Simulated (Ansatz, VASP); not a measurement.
**One calculation of RbBr, two programs**

File INCAR:

```
SYSTEM = RbBr
PREC     = Accurate       ! precision mode
ENCUT    = 520            ! plane-wave cutoff, eV
EDIFF    = 1E-6           ! SCF threshold, eV
ISMEAR   = 0              ! smearing method
SIGMA    = 0.05           ! smearing width, eV
LREAL    = .False.        ! projectors in reciprocal space
LASPH    = .True.         ! aspherical terms in the spheres
NELM     = 100            ! most SCF steps
ALGO     = Normal         ! electronic algorithm
ISIF     = 2              ! what is computed and relaxed
LWAVE    = .False.        ! write WAVECAR
LCHARG   = .False.        ! write CHGCAR
GGA      = PS             ! functional
NBANDS   = 15             ! bands
```

KPOINTS

```
Automatic mesh
0
Gamma
  6 6 6
  0 0 0
```

Contents of POSCAR:

```
RbBr
1.0
    4.1260773000      0.0000000000      0.0000000000
    0.0000000000      4.1260773000      0.0000000000
    0.0000000000      0.0000000000      4.1260773000
Rb Br
1 1
Direct
   -0.0257062603     -0.0257062603     -0.0363541420
    0.5000000000      0.5000000000      0.5000000000
```

Input for Ansatz:

```yaml
crystal:
  lattice:
    - [4.1260773, 0.0, 0.0]
    - [0.0, 4.1260773, 0.0]
    - [0.0, 0.0, 4.1260773]
  atoms:
    - { symbol: Rb, position: [-0.0257062603, -0.0257062603, -0.036354142] }
    - { symbol: Br, position: [0.5, 0.5, 0.5] }
basis:
  ecutwfc: 420
kpoints:
  mp_grid: { grid: [6, 6, 6] }
hamiltonian:
  xc: pbesol
scf:
  occupations: { method: gaussian, width: 0.05 }
output:
  forces: true
  stress: true
  eigenvalues: true
```

Alike in both runs: task single point; functional PBEsol; k mesh 6 × 6 × 6; occupations gaussian, width 0.05 eV; no spin polarisation.

|  | VASP | Ansatz |
| --- | --- | --- |
| version | VASP 6.6.1 | Ansatz 0.2.0 |
| potentials or method | VASP PAW PBE potentials, release 64 (Rb_sv, Br), cutoff 520 eV | scalar-relativistic, plane waves, PAW |
| valence electrons in the cell | 16 | 16 |

```tsv
	VASP	Ansatz	Ansatz less VASP
gap on the k mesh at the Fermi level (eV)	3.93	3.93	+0.001
least direct gap on the mesh (eV)	4.07	4.07	0.000
pressure (GPa)	-0.3	-0.4	-0.04
traceless stress, the component that is largest in VASP (GPa)	0.16	0.16	-0.003
rms of the force components (eV/Å)	0.092	0.090	-0.0018
```

VASP's potentials were made for PBE, not for PBEsol. Atom by atom the forces differ by 0.002 eV/Å (rms over components).
